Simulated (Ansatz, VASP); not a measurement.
## NbTe: VASP beside Ansatz

```
CELL_PARAMETERS angstrom
3.29207 0.00000 0.00000
0.00000 3.29207 0.00000
0.00000 0.00000 3.29207
ATOMIC_POSITIONS crystal
Nb 0.00000 0.00000 0.00000
Te 0.50000 0.50000 0.50000
```

Change from the starting cell: volume scaled by 0.92, LAPW.

Alike in both runs: task single point; functional PBEsol; k mesh 12 × 12 × 12; occupations fermi-dirac, width 0.1 eV; no spin polarisation.

```csv
,VASP,Ansatz
version,VASP 6.6.1,Ansatz 0.2.0
potentials or method,"VASP PAW PBE potentials, release 64 (Nb_sv, Te), cutoff 520 eV","all-electron LAPW, scalar-relativistic"
```

Ansatz gave:

```
pressure (GPa) : 14.9
```

**Question.** Which values does VASP return?

**Answer.** Pressure (GPa): 14.8.

VASP's potentials were made for PBE, not for PBEsol. Ansatz ran all-electron here, and VASP with PAW potentials.

Spin-orbit coupling is off throughout.
